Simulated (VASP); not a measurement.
B:

```xyz
1
Lattice="-1.0608 1.0608 1.6139 1.0608 -1.0608 1.6139 1.0608 1.0608 -1.6139" Properties=species:S:1:pos:R:3 pbc="T T T"
B     0.0000    0.0000    0.0000
```

| Item | Value |
| --- | --- |
| Program | VASP 6.6.1 |
| Task | relaxation of cell and atoms |
| Functional | PBE |
| Potentials or basis | VASP PAW PBE potentials, release 64 (B) |
| Cutoff | 600 eV |
| k mesh | 10 × 10 × 10 |
| Occupations | gaussian, width 0.1 eV |
| Spin | no spin polarisation |

At the start: pressure -37.3 GPa; volume 7.27 Å³/atom.

Question: Where does the relaxation end?

Answer: Over 6 steps the energy falls by 187.1 meV/atom and the volume is 5.92 Å³/atom (-18.5 %); space group I4/mmm (No. 139, to 0.05 Å).

Step by step:
| step | energy change (eV) | largest force (eV/Å) | pressure (GPa) | volume (Å³) |
| --- | --- | --- | --- | --- |
| 1 | 0.0000 | 0.0000 | -37.29 | 7.27 |
| 2 | -0.1678 | 0.0000 | 15.90 | 5.63 |
| 3 | -0.1845 | 0.0000 | -0.54 | 5.94 |
| 4 | -0.1845 | 0.0000 | -1.65 | 5.97 |
| 5 | -0.1870 | 0.0000 | -0.64 | 5.93 |
| 6 | -0.1871 | 0.0000 | -0.46 | 5.92 |

Final structure:
```
B
1.0
    -0.99120    0.99120    1.50635
     0.99120   -0.99120    1.50635
     0.99120    0.99120   -1.50635
B
1
Direct
  0.00000 0.00000 0.00000
```

Caveat: the k points lie up to 0.45 Å⁻¹ apart in the final cell; the volume moved by over 15 % at a fixed basis, so the end points are rough.
